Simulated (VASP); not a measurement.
# Eu (Im-3m) in VASP: a series of runs

The runs below take Eu through single point, with PBE.

Everything below comes from runs of VASP 6.6.1. Logs are shortened: lines on timing, memory, paths and dates and some standing lists are left out, and cuts for length are marked.

**1. The cell of the first run**

Symmetry: Im-3m, No. 229, cubic system. Conventional cell: a = 4.606 Å, b = 4.606 Å, c = 4.606 Å, α = 90.00°, β = 90.00°, γ = 90.00°. Eu (site symmetry m-3m) has 14 Eu at 3.99 to 4.61 Å within 5.2 Å.

**2. Single point, PBE, collinear spin, ferromagnetic start**

Input file INCAR:

```
SYSTEM = Eu
  PREC = Accurate
  ENCUT = 520
  EDIFF = 1E-7
  ISMEAR = -1
  SIGMA = 0.05
  LREAL = .False.
  LASPH = .True.
  NELM = 150
  ALGO = Normal
  ISIF = 2
  LWAVE = .False.
  LCHARG = .False.
  ISPIN = 2
  MAGMOM = 8.15
  LORBIT = 11
  NUPDOWN = 8.15
  LMAXMIX = 6
  GGA = PE
  NBANDS = 18
```

Input file KPOINTS:

```
Automatic mesh
0
Gamma
  10 10 10
  0 0 0
```

Input file POSCAR:

```
Eu
1.0
   -2.3030000000      2.3030000000      2.3030000000
    2.3030000000     -2.3030000000      2.3030000000
    2.3030000000      2.3030000000     -2.3030000000
Eu
1
Direct
    0.0000000000      0.0000000000      0.0000000000
```

Potentials or basis: VASP PAW PBE potentials, release 64 (Eu).

Started as:

```bash
cat potpaw_PBE.64/Eu/POTCAR > POTCAR
mpirun -np 1 vasp_std > vasp.out
```

OUTCAR:

```text
SYSTEM = Eu
   PREC = Accurate
   ENCUT = 520
   EDIFF = 1E-7
   ISMEAR = -1
   LREAL = .False.
   LASPH = .True.
   NELM = 150
   ISIF = 2
   ISPIN = 2
   LORBIT = 11
   NUPDOWN = 8.15
   GGA = PE

 ion  position               nearest neighbor table
   1  0.000  0.000  0.000-

  LATTYP: Found a body centered cubic cell.
 ALAT       =     4.6060000000

  Lattice vectors:

 A1 = (  -2.3030000000,   2.3030000000,   2.3030000000)
 A2 = (   2.3030000000,  -2.3030000000,   2.3030000000)
 A3 = (   2.3030000000,   2.3030000000,  -2.3030000000)

Analysis of symmetry for initial positions (statically):
=====================================================================
 Subroutine PRICEL returns:
 Original cell was already a primitive cell.

 Routine SETGRP: Setting up the symmetry group for a
 body centered cubic supercell.

 Subroutine GETGRP returns: Found 48 space group operations
 (whereof 48 operations were pure point group operations)
 out of a pool of 48 trial point group operations.

The static configuration has the point symmetry O_h .

Analysis of symmetry for dynamics (positions and initial velocities):
=====================================================================
 Subroutine PRICEL returns:
 Original cell was already a primitive cell.

 Routine SETGRP: Setting up the symmetry group for a
 body centered cubic supercell.

 Subroutine GETGRP returns: Found 48 space group operations
 (whereof 48 operations were pure point group operations)
 out of a pool of 48 trial point group operations.

The dynamic configuration has the point symmetry O_h .

Analysis of structural, dynamic, and magnetic symmetry:
=====================================================================
 Subroutine PRICEL returns:
 Original cell was already a primitive cell.

 Routine SETGRP: Setting up the symmetry group for a
 body centered cubic supercell.

 Subroutine GETGRP returns: Found 48 space group operations
 (whereof 48 operations were pure point group operations)
 out of a pool of 48 trial point group operations.

The overall configuration has the point symmetry O_h .

 Subroutine INISYM returns: Found 48 space group operations
 (whereof 48 operations are pure point group operations),
 and found     1 'primitive' translations

----------------------------------------------------------------------------------------

                                     Primitive cell

  volume of cell :      48.8587

  direct lattice vectors                    reciprocal lattice vectors
    -2.303000000  2.303000000  2.303000000     0.000000000  0.217108120  0.217108120
     2.303000000 -2.303000000  2.303000000     0.217108120  0.000000000  0.217108120
     2.303000000  2.303000000 -2.303000000     0.217108120  0.217108120  0.000000000

  length of vectors
     3.988913010  3.988913010  3.988913010     0.307037248  0.307037248  0.307037248

  position of ions in fractional coordinates (direct lattice)
     0.000000000  0.000000000  0.000000000

  ion indices of the primitive-cell ions
   primitive index   ion index
                 1           1

----------------------------------------------------------------------------------------

 KPOINTS: Automatic mesh

Automatic generation of k-mesh.
 Grid dimensions read from file:
 generate k-points for:   10   10   10

 Generating k-lattice:

  Cartesian coordinates                     Fractional coordinates (reciprocal lattice)
     0.000000000  0.021710812  0.021710812     0.100000000  0.000000000  0.000000000
     0.021710812  0.000000000  0.021710812     0.000000000  0.100000000  0.000000000
     0.021710812  0.021710812  0.000000000     0.000000000  0.000000000  0.100000000

  Length of vectors
     0.030703725  0.030703725  0.030703725

  Shift w.r.t. Gamma in fractional coordinates (k-lattice)
     0.000000000  0.000000000  0.000000000

 Subroutine IBZKPT returns following result:
 ===========================================

 Found     47 irreducible k-points:

 Following reciprocal coordinates:
            Coordinates               Weight
  0.000000  0.000000  0.000000      1.000000
  0.100000  0.000000  0.000000     12.000000
  0.200000  0.000000  0.000000     12.000000
  0.300000  0.000000  0.000000     12.000000
  0.400000  0.000000  0.000000     12.000000
  0.500000  0.000000  0.000000      6.000000
[... 16 lines left out ...]
  0.300000  0.300000  0.100000      8.000000
 -0.300000  0.300000  0.100000     24.000000
 [... further k-points ...]
   k-points           NKPTS =     47   k-points in BZ     NKDIM =     47   number of bands    NBANDS=     18
   number of dos      NEDOS =    301   number of ions     NIONS =      1
   total plane-waves  NPLWV =  27000
   dimension x,y,z NGX =    30 NGY =   30 NGZ =   30
   dimension x,y,z NGXF=    60 NGYF=   60 NGZF=   60
   ions per type =               1
   NGX,Y,Z   is equivalent  to a cutoff of  12.50, 12.50, 12.50 a.u.
   NGXF,Y,Z  is equivalent  to a cutoff of  25.01, 25.01, 25.01 a.u.
 SYSTEM =  Eu
   PREC   = accura    normal or accurate (medium, high low for compatibility)
   ISTART =      0    job   : 0-new  1-cont  2-samecut
   ICHARG =      2    charge: 1-file 2-atom 10-const
   ISPIN  =      2    spin polarized calculation?
   LNONCOLLINEAR =      F non collinear calculations
   LSORBIT =      F    spin-orbit coupling
   LASPH  =      T    aspherical Exc in radial PAW
   ENCUT  =  520.0 eV  38.22 Ry    6.18 a.u.   7.42  7.42  7.42*2*pi/ulx,y,z
   NELM   =    150;   NELMIN=  2; NELMDL= -5     # of ELM steps
   EDIFF  = 0.1E-06   stopping-criterion for ELM
   LREAL  =      F    real-space projection
   EDIFFG = 0.1E-05   stopping-criterion for IOM
   NSW    =      0    number of steps for IOM
   IBRION =     -1    ionic relax: 0-MD 1-quasi-New 2-CG
   NFREE  =      0    steps in history (QN), initial steepest desc. (CG)
   ISIF   =      2    stress and relaxation
   ISYM   =      2    0-nonsym 1-usesym 2-fastsym
   POTIM  = 0.5000    time-step for ionic-motion
   TEBEG  =    0.0;   TEEND  =   0.0 temperature during run
   PSTRESS=    0.0 pullay stress
   NELECT =      17.0000    total number of electrons
   NUPDOWN=       8.1500    fix difference up-down
   EMIN   =  10.00;   EMAX   =-10.00  energy-range for DOS
   EFERMI =   0.00;   METHOD = LEGACY
   ISMEAR =    -1;   SIGMA  =   0.05  broadening in eV -4-tet -1-fermi 0-gaus
   EFERMI_NEDOS =   21; number of points for ismear=-14 and -15
   IALGO  =     38    algorithm
   IMIX   =      4    mixing-type and parameters
     AMIX     =   0.40;   BMIX     =  1.00
     AMIX_MAG =   1.60;   BMIX_MAG =  1.00
  volume/ion in A,a.u.               =      48.86       329.71
  Fermi-wavevector in a.u.,A,eV,Ry     =   1.151447  2.175919 18.039008  1.325830
  Thomas-Fermi vector in A             =   2.288104
   LORBIT       =     11    0 simple, 1 ext, 2 COOP (PROOUT), +10 PAW based schemes
   GGA     = PE    functional components
   LHFCALC =     F    Hartree Fock is set to
   AEXX    =    0.0000 exact exchange contribution
   IVDW    =     0    specifies the selected vdW correction
   LEPSILON=     F    determine dielectric tensor
   LRPA    =     F    only Hartree local field effects (RPA)
 spin polarized calculation
  energy-cutoff  :      520.00
  volume of cell :       48.86
 maximum number of plane-waves:      1332
 NGX is ok and might be reduce to    30
   NGX = 15   NGY = 15   NGZ = 15

 number of electron      17.0000007 magnetization       8.1500011

 Free energy of the ion-electron system (eV)
  ---------------------------------------------------
  ext. energy  EPLUGINS =         0.00000000
  ---------------------------------------------------
  free energy    TOTEN  =       -11.30125101 eV

  energy without entropy =      -11.28379572  energy(sigma->0) =      -11.29252337

 E-fermi :   1.1993     XC(G=0):  -8.1673

 val. band max:        1.6544851117   @ k =   0.5000   0.5000   0.1000
 cond. band min:       1.2465552312   @ k =   0.4000   0.1000  -0.0000
 fundamental gap:     -0.4079298805
 Fermi energy:         1.6701457122

 spin component 1

 k-point     1 :       0.0000    0.0000    0.0000
  band No.  band energies     occupation
      1     -40.1758      1.00000
      2     -18.8454      1.00000
      3     -18.8454      1.00000
      4     -18.8454      1.00000
      5      -2.8561      1.00000
      6       1.0786      0.99999
[... 10 lines left out ...]
     17       4.6364      0.00000
     18      10.0334      0.00000

 k-point     2 :       0.1000    0.0000    0.0000
  band No.  band energies     occupation
      1     -40.1741      1.00000
      2     -18.8728      1.00000
      3     -18.8544      1.00000
      4     -18.8454      1.00000
      5      -2.6589      1.00000
      6       1.0763      0.99999
[... 10 lines left out ...]
     17       4.6455      0.00000
     18      10.2040      0.00000
[... 442 lines left out ...]
 k-point    24 :      -0.3000    0.3000    0.1000
  band No.  band energies     occupation
      1     -40.1626      1.00000
      2     -19.0250      1.00000
      3     -18.9160      1.00000
      4     -18.8665      1.00000
      5      -1.1391      1.00000
      6       1.0402      1.00000
[... 10 lines left out ...]
     17       5.1131      0.00000
     18       8.7243      0.00000

 [... further k-points ...]

 spin component 2

 k-point     1 :       0.0000    0.0000    0.0000
  band No.  band energies     occupation
      1     -36.9318      1.00000
      2     -16.3872      1.00000
      3     -16.3872      1.00000
      4     -16.3872      1.00000
      5      -1.3981      1.00000
      6       4.4319      0.00000
[... 10 lines left out ...]
     17       6.1973      0.00000
     18      11.8978      0.00000

 k-point     2 :       0.1000    0.0000    0.0000
  band No.  band energies     occupation
      1     -36.9297      1.00000
      2     -16.4211      1.00000
      3     -16.3982      1.00000
      4     -16.3873      1.00000
      5      -1.1934      1.00000
      6       4.2585      0.00000
[... 10 lines left out ...]
     17       6.2312      0.00000
     18      12.0548      0.00000
[... 442 lines left out ...]
 k-point    24 :      -0.3000    0.3000    0.1000
  band No.  band energies     occupation
      1     -36.9149      1.00000
      2     -16.6076      1.00000
      3     -16.4734      1.00000
      4     -16.4132      1.00000
      5       0.3566      1.00000
      6       3.3753      0.00000
[... 10 lines left out ...]
     17       6.6385      0.00000
     18      10.4279      0.00000

 [... further k-points ...]

------------------------ aborting loop because EDIFF is reached ----------------------------------------

  FORCE on cell =-STRESS in cart. coord.  units (eV):
  Direction    XX          YY          ZZ          XY          YZ          ZX
  --------------------------------------------------------------------------------------
  -------------------------------------------------------------------------------------
  Total       -0.5577132     -0.5577132     -0.5577132      0.0000000      0.0000000      0.0000000
  in kB      -18.2885676    -18.2885676    -18.2885676      0.0000000      0.0000000      0.0000000
  external PRESSURE =     -18.2885676 kB  Pullay stress =       0.0000000 kB

 VOLUME and BASIS-vectors are now :
 -----------------------------------------------------------------------------
  energy-cutoff  :      520.00
  volume of cell :       48.86
      direct lattice vectors                 reciprocal lattice vectors
    -2.303000000  2.303000000  2.303000000     0.000000000  0.217108120  0.217108120
     2.303000000 -2.303000000  2.303000000     0.217108120  0.000000000  0.217108120
     2.303000000  2.303000000 -2.303000000     0.217108120  0.217108120  0.000000000

 POSITION                                       TOTAL-FORCE (eV/Angst)
 -----------------------------------------------------------------------------------
      0.00000      0.00000      0.00000         0.000000      0.000000      0.000000
 -----------------------------------------------------------------------------------
    total drift:                               -0.000000     -0.000000      0.000000

  FREE ENERGIE OF THE ION-ELECTRON SYSTEM (eV)
  ---------------------------------------------------
  free  energy   TOTEN  =       -11.3012510134 eV

  energy  without entropy=      -11.2837957194  energy(sigma->0) =      -11.29252337

 total charge

# of ion       s       p       d       f       tot
--------------------------------------------------
    1        2.064   5.726   0.266   6.683  14.739

 magnetization (x)

# of ion       s       p       d       f       tot
--------------------------------------------------
    1        0.007  -0.069   0.237   6.683   6.858
```

It took 2.8 min on 1 thread of Intel Xeon Platinum 8488C (Sapphire Rapids), shared host; peak memory 0.24 GiB.

What came out:

| Item | Value |
| --- | --- |
| Free energy | -11.3013 eV |
| Pressure | -1.8 GPa |
| Net moment | 8.15 μB per cell |
| Site moments | Eu +6.86 μB |
| Valence electrons inside the program's atomic spheres | Eu 14.74 |

Caveat: spin-orbit coupling is left out, which moves the levels of the heavy elements; the total moment is fixed, so each spin has its own Fermi level and the state may be an excited one; semilocal functionals describe open f shells poorly, which spoils levels, moments and volumes. The state reached can hang on the start; a lower one may exist.

(Part 1 of 2 ends here.)
